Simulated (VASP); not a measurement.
# HPbNO4 (P1) in VASP: single point with PBE

Aim: the single point of HPbNO4 with PBE.

All numbers are computed with VASP 6.6.1; they aren't measurements. Logs are shortened: lines on timing, memory, paths and dates and some standing lists are left out, and cuts for length are marked.

## Step 1: The cell of the first run

The typed cell holds 7 atoms: a = 4.204 Å, b = 4.339 Å, c = 6.729 Å, α = 71.95°, β = 72.29°, γ = 62.23°.

## Step 2: Single point, PBE (atoms moved at random)

Contents of INCAR:

```
SYSTEM = HPbNO4
PREC = Accurate
ENCUT = 520
EDIFF = 1E-7
ISMEAR = -1
SIGMA = 0.05
LREAL = .False.
LASPH = .True.
NELM = 60
ALGO = Normal
ISIF = 2
LWAVE = .False.
LCHARG = .True.
GGA = PE
LELF = .True.
LVHAR = .True.
NBANDS = 31
```

Contents of KPOINTS:

```
Automatic mesh
0
Gamma
  7 7 5
  0 0 0
```

Contents of POSCAR:

```
HPbNO4
1.0
    4.1992300000      0.1111700000      0.1681700000
    1.9160000000      3.8913200000      0.1256800000
    1.7608500000      1.2525900000      6.3726600000
H Pb N O
1 1 1 4
Direct
    0.8803710000      0.6708160000      0.6330100000
    0.1431670000      0.9173500000      0.8872320000
    0.2654220000      0.2940130000      0.3016790000
    0.8388650000      0.6433510000      0.7809620000
    0.3807360000      0.2099890000      0.1130200000
    0.3095260000      0.0467670000      0.4579540000
    0.0667080000      0.6029240000      0.3209610000
```

Potentials or basis: VASP PAW PBE potentials, release 64 (H, Pb_d, N, O).

Started as:

```
> cat potpaw_PBE.64/H/POTCAR potpaw_PBE.64/Pb_d/POTCAR potpaw_PBE.64/N/POTCAR potpaw_PBE.64/O/POTCAR > POTCAR
> mpirun -np 1 vasp_std > vasp.out
```

OUTCAR:

```text
SYSTEM = HPbNO4
   PREC = Accurate
   ENCUT = 520
   EDIFF = 1E-7
   ISMEAR = -1
   LREAL = .False.
   LASPH = .True.
   NELM = 60
   ISIF = 2
   GGA = PE

 ion  position               nearest neighbor table
   1  0.880  0.671  0.633-   4 0.94
   2  0.143  0.917  0.887-   4 2.46   4 2.55   6 2.70   4 2.73   7 2.80   5 2.81   5 2.87   5 2.94

   3  0.265  0.294  0.302-   7 1.23   6 1.24   5 1.31
   4  0.839  0.643  0.781-   1 0.94   2 2.46   2 2.55   2 2.73
   5  0.381  0.210  0.113-   3 1.31   2 2.81   2 2.87   2 2.94
   6  0.310  0.047  0.458-   3 1.24   2 2.70
   7  0.067  0.603  0.321-   3 1.23   2 2.80

  LATTYP: Found a triclinic cell.
 ALAT       =     6.7290690222
 B/A-ratio  =     1.0080435208
 C/A-ratio  =     0.6247619357
 COS(alpha) =     0.0037064377
 COS(beta)  =     0.3041824545
 COS(gamma) =     0.7937729759

  Lattice vectors:

 A1 = (   1.7608500000,   1.2525900000,   6.3726600000)
 A2 = (  -0.1551500000,  -2.6387300000,   6.2469800000)
 A3 = (   4.1992300000,   0.1111700000,   0.1681700000)

Analysis of symmetry for initial positions (statically):
=====================================================================
 Subroutine PRICEL returns:
 Original cell was already a primitive cell.

 Routine SETGRP: Setting up the symmetry group for a
 triclinic supercell.

 Subroutine GETGRP returns: Found  1 space group operations
 (whereof  1 operations were pure point group operations)
 out of a pool of  2 trial point group operations.

The static configuration has the point symmetry C_1 .

Analysis of symmetry for dynamics (positions and initial velocities):
=====================================================================
 Subroutine PRICEL returns:
 Original cell was already a primitive cell.

 Routine SETGRP: Setting up the symmetry group for a
 triclinic supercell.

 Subroutine GETGRP returns: Found  1 space group operations
 (whereof  1 operations were pure point group operations)
 out of a pool of  2 trial point group operations.

The dynamic configuration has the point symmetry C_1 .

 Subroutine INISYM returns: Found  1 space group operations
 (whereof  1 operations are pure point group operations),
 and found     1 'primitive' translations

----------------------------------------------------------------------------------------

                                     Primitive cell

  volume of cell :     101.3902

  direct lattice vectors                    reciprocal lattice vectors
     4.199230000  0.111170000  0.168170000     0.243027768 -0.118243312 -0.043910244
     1.916000000  3.891320000  0.125680000    -0.004909750  0.261012831 -0.049947232
     1.760850000  1.252590000  6.372660000    -0.006316502 -0.002027272  0.159064151

  length of vectors
     4.204066188  4.339265238  6.729069022     0.273810311  0.265794149  0.159202425

  position of ions in fractional coordinates (direct lattice)
     0.880371000  0.670816000  0.633010000
     0.143167000  0.917350000  0.887232000
     0.265422000  0.294013000  0.301679000
     0.838865000  0.643351000  0.780962000
     0.380736000  0.209989000  0.113020000
     0.309526000  0.046767000  0.457954000
     0.066708000  0.602924000  0.320961000

  ion indices of the primitive-cell ions
   primitive index   ion index
                 1           1
                 2           2
                 3           3
                 4           4
                 5           5
                 6           6
                 7           7

----------------------------------------------------------------------------------------

 KPOINTS: Automatic mesh

Automatic generation of k-mesh.
 Grid dimensions read from file:
 generate k-points for:    7    7    5

 Generating k-lattice:

  Cartesian coordinates                     Fractional coordinates (reciprocal lattice)
     0.034718253 -0.016891902 -0.006272892     0.142857143 -0.000000000 -0.000000000
    -0.000701393  0.037287547 -0.007135319     0.000000000  0.142857143  0.000000000
    -0.001263300 -0.000405454  0.031812830     0.000000000  0.000000000  0.200000000

  Length of vectors
     0.039115759  0.037970593  0.031840485

  Shift w.r.t. Gamma in fractional coordinates (k-lattice)
     0.000000000  0.000000000  0.000000000

 Subroutine IBZKPT returns following result:
 ===========================================

 Found    123 irreducible k-points:

 Following reciprocal coordinates:
            Coordinates               Weight
  0.000000  0.000000  0.000000      1.000000
  0.142857 -0.000000  0.000000      2.000000
  0.285714  0.000000  0.000000      2.000000
  0.428571 -0.000000  0.000000      2.000000
 -0.000000  0.142857  0.000000      2.000000
  0.142857  0.142857  0.000000      2.000000
[... 16 lines left out ...]
 -0.428571  0.428571 -0.000000      2.000000
 -0.285714  0.428571 -0.000000      2.000000
 [... further k-points ...]
   k-points           NKPTS =    123   k-points in BZ     NKDIM =    123   number of bands    NBANDS=     31
   number of dos      NEDOS =    301   number of ions     NIONS =      7
   total plane-waves  NPLWV =  51200
   dimension x,y,z NGX =    32 NGY =   32 NGZ =   50
   dimension x,y,z NGXF=    64 NGYF=   64 NGZF=  100
   ions per type =               1   1   1   4
   NGX,Y,Z   is equivalent  to a cutoff of  12.65, 12.26, 12.35 a.u.
   NGXF,Y,Z  is equivalent  to a cutoff of  25.31, 24.52, 24.71 a.u.
 SYSTEM =  HPbNO4
   PREC   = accura    normal or accurate (medium, high low for compatibility)
   ISTART =      0    job   : 0-new  1-cont  2-samecut
   ICHARG =      2    charge: 1-file 2-atom 10-const
   ISPIN  =      1    spin polarized calculation?
   LNONCOLLINEAR =      F non collinear calculations
   LSORBIT =      F    spin-orbit coupling
   LASPH  =      T    aspherical Exc in radial PAW
   ENCUT  =  520.0 eV  38.22 Ry    6.18 a.u.   7.82  8.07 12.51*2*pi/ulx,y,z
   NELM   =     60;   NELMIN=  2; NELMDL= -5     # of ELM steps
   EDIFF  = 0.1E-06   stopping-criterion for ELM
   LREAL  =      F    real-space projection
   EDIFFG = 0.1E-05   stopping-criterion for IOM
   NSW    =      0    number of steps for IOM
   IBRION =     -1    ionic relax: 0-MD 1-quasi-New 2-CG
   NFREE  =      0    steps in history (QN), initial steepest desc. (CG)
   ISIF   =      2    stress and relaxation
   ISYM   =      2    0-nonsym 1-usesym 2-fastsym
   POTIM  = 0.5000    time-step for ionic-motion
   TEBEG  =    0.0;   TEEND  =   0.0 temperature during run
   PSTRESS=    0.0 pullay stress
   NELECT =      44.0000    total number of electrons
   NUPDOWN=      -1.0000    fix difference up-down
   EMIN   =  10.00;   EMAX   =-10.00  energy-range for DOS
   EFERMI =   0.00;   METHOD = LEGACY
   ISMEAR =    -1;   SIGMA  =   0.05  broadening in eV -4-tet -1-fermi 0-gaus
   EFERMI_NEDOS =   21; number of points for ismear=-14 and -15
   IALGO  =     38    algorithm
   IMIX   =      4    mixing-type and parameters
     AMIX     =   0.40;   BMIX     =  1.00
     AMIX_MAG =   1.60;   BMIX_MAG =  1.00
  volume/ion in A,a.u.               =      14.48        97.74
  Fermi-wavevector in a.u.,A,eV,Ry     =   1.239444  2.342210 20.901576  1.536223
  Thomas-Fermi vector in A             =   2.373927
   LORBIT       =      0    0 simple, 1 ext, 2 COOP (PROOUT), +10 PAW based schemes
   GGA     = PE    functional components
   LHFCALC =     F    Hartree Fock is set to
   AEXX    =    0.0000 exact exchange contribution
   IVDW    =     0    specifies the selected vdW correction
   LEPSILON=     F    determine dielectric tensor
   LRPA    =     F    only Hartree local field effects (RPA)
 non-spin polarized calculation
  energy-cutoff  :      520.00
  volume of cell :      101.39
 maximum number of plane-waves:      2747
   NGX = 15   NGY = 17   NGZ = 25

 number of electron      44.0000003 magnetization

 Free energy of the ion-electron system (eV)
  ---------------------------------------------------
  ext. energy  EPLUGINS =         0.00000000
  ---------------------------------------------------
  free energy    TOTEN  =       -40.21642784 eV

  energy without entropy =      -40.21642784  energy(sigma->0) =      -40.21642784

 E-fermi :   1.9760     XC(G=0):  -8.6042

 val. band max:        0.8712113699   @ k =  -0.2857   0.2857   0.4000
 cond. band min:       3.6570919274   @ k =  -0.2857   0.4286   0.4000
 fundamental gap:      2.7858805575
 Fermi energy:         1.9760436585

 k-point     1 :       0.0000    0.0000    0.0000
  band No.  band energies     occupation
      1     -25.3052      2.00000
      2     -19.9836      2.00000
      3     -19.0795      2.00000
      4     -17.0182      2.00000
      5     -14.4417      2.00000
      6     -14.4299      2.00000
[... 23 lines left out ...]
     30      12.7656      0.00000
     31      13.0197      0.00000

 k-point     2 :       0.1429   -0.0000    0.0000
  band No.  band energies     occupation
      1     -25.3000      2.00000
      2     -19.9955      2.00000
      3     -19.0787      2.00000
      4     -17.0146      2.00000
      5     -14.4489      2.00000
      6     -14.4346      2.00000
[... 23 lines left out ...]
     30      12.1478      0.00000
     31      12.8228      0.00000

 k-point     3 :       0.2857    0.0000    0.0000
  band No.  band energies     occupation
      1     -25.2884      2.00000
      2     -20.0222      2.00000
      3     -19.0764      2.00000
      4     -17.0077      2.00000
      5     -14.4542      2.00000
      6     -14.4350      2.00000
[... 23 lines left out ...]
     30      11.7025      0.00000
     31      12.4598      0.00000

 k-point     4 :       0.4286   -0.0000    0.0000
  band No.  band energies     occupation
      1     -25.2790      2.00000
      2     -20.0437      2.00000
      3     -19.0743      2.00000
      4     -17.0037      2.00000
      5     -14.4547      2.00000
      6     -14.4342      2.00000
[... 23 lines left out ...]
     30      11.3427      0.00000
     31      12.1110      0.00000

 k-point     5 :      -0.0000    0.1429    0.0000
  band No.  band energies     occupation
      1     -25.2971      2.00000
      2     -20.0069      2.00000
      3     -19.0797      2.00000
      4     -17.0149      2.00000
      5     -14.4457      2.00000
      6     -14.4280      2.00000
[... 23 lines left out ...]
     30      12.4677      0.00000
     31      12.9711      0.00000
[... 542 lines left out ...]
     30      11.3942      0.00000
     31      12.8030      0.00000

 k-point    22 :       0.4286    0.4286    0.0000
  band No.  band energies     occupation
      1     -25.2802      2.00000
      2     -20.0325      2.00000
      3     -19.0775      2.00000
      4     -17.0024      2.00000
      5     -14.4477      2.00000
      6     -14.4424      2.00000
[... 23 lines left out ...]
     30      12.2679      0.00000
     31      12.5805      0.00000

 k-point    23 :      -0.4286    0.4286   -0.0000
  band No.  band energies     occupation
      1     -25.2760      2.00000
      2     -20.0453      2.00000
      3     -19.0770      2.00000
      4     -17.0017      2.00000
      5     -14.4479      2.00000
      6     -14.4395      2.00000
[... 23 lines left out ...]
     30      11.8925      0.00000
     31      12.5403      0.00000

 k-point    24 :      -0.2857    0.4286   -0.0000
  band No.  band energies     occupation
      1     -25.2684      2.00000
      2     -20.0755      2.00000
      3     -19.0773      2.00000
      4     -17.0021      2.00000
      5     -14.4461      2.00000
      6     -14.4350      2.00000
[... 23 lines left out ...]
     30      11.3531      0.00000
     31      12.3029      0.00000

 [... further k-points ...]

------------------------ aborting loop because EDIFF is reached ----------------------------------------

  FORCE on cell =-STRESS in cart. coord.  units (eV):
  Direction    XX          YY          ZZ          XY          YZ          ZX
  --------------------------------------------------------------------------------------
  -------------------------------------------------------------------------------------
  Total       -0.3820376      2.4255924      3.5004385     -0.4222313     -1.3315833      0.0827140
  in kB       -6.0369942     38.3294365     55.3142540     -6.6721386    -21.0418021      1.3070539
  external PRESSURE =      29.2022321 kB  Pullay stress =       0.0000000 kB

 VOLUME and BASIS-vectors are now :
 -----------------------------------------------------------------------------
  energy-cutoff  :      520.00
  volume of cell :      101.39
      direct lattice vectors                 reciprocal lattice vectors
     4.199230000  0.111170000  0.168170000     0.243027768 -0.118243312 -0.043910244
     1.916000000  3.891320000  0.125680000    -0.004909750  0.261012831 -0.049947232
     1.760850000  1.252590000  6.372660000    -0.006316502 -0.002027272  0.159064151

 POSITION                                       TOTAL-FORCE (eV/Angst)
 -----------------------------------------------------------------------------------
      6.09680      3.50113      4.26632         0.039610     -0.136784     -2.547190
      3.92112      4.69696      5.79340         0.004875      0.024688     -0.069506
      2.20911      1.55149      2.00409        -1.629439     -1.774205     -1.061794
      6.13040      3.57497      5.19873        -0.085085      0.182994      2.614793
      2.20015      1.00103      0.81066         0.658927      0.697041      0.102126
      2.19576      0.79002      2.97632         0.648531     -0.962969      1.253013
      2.00049      2.75562      2.13237         0.362581      1.969235     -0.291442
 -----------------------------------------------------------------------------------
    total drift:                               -0.000008     -0.000053      0.000452

  FREE ENERGIE OF THE ION-ELECTRON SYSTEM (eV)
  ---------------------------------------------------
  free  energy   TOTEN  =       -40.2164278356 eV

  energy  without entropy=      -40.2164278356  energy(sigma->0) =      -40.21642784
```

It took 4.3 min on 1 thread of Intel Xeon Platinum 8488C (Sapphire Rapids), shared host; peak memory 0.47 GiB.

Results:

```yaml
Free_energy: -40.2164 eV
Pressure: 2.9 GPa
Largest_force: 2.633 eV/Å
Band_gap_on_the_k_mesh: 2.79 eV (least direct gap 2.80 eV)
```

Forces in eV/Å, atoms in the order of the input:
```
H    0.040 -0.137 -2.547
Pb   0.005  0.025 -0.070
N   -1.629 -1.774 -1.062
O   -0.085  0.183  2.615
O    0.659  0.697  0.102
O    0.649 -0.963  1.253
O    0.363  1.969 -0.291
```

Stress tensor (GPa, compression positive):
```
-0.60 -0.67  0.13
-0.67  3.83 -2.10
 0.13 -2.10  5.53
```

Caveat: the cell differs from its parent crystal (atoms moved at random); the standard files for N, O and F lose accuracy on very short bonds; spin-orbit coupling is left out, which moves the levels of the heavy elements; an odd mesh through Γ misses points on the zone boundary, where band edges can lie; forces of over 1 eV/Å act on the atoms, so gaps and moduli don't describe the material at rest.
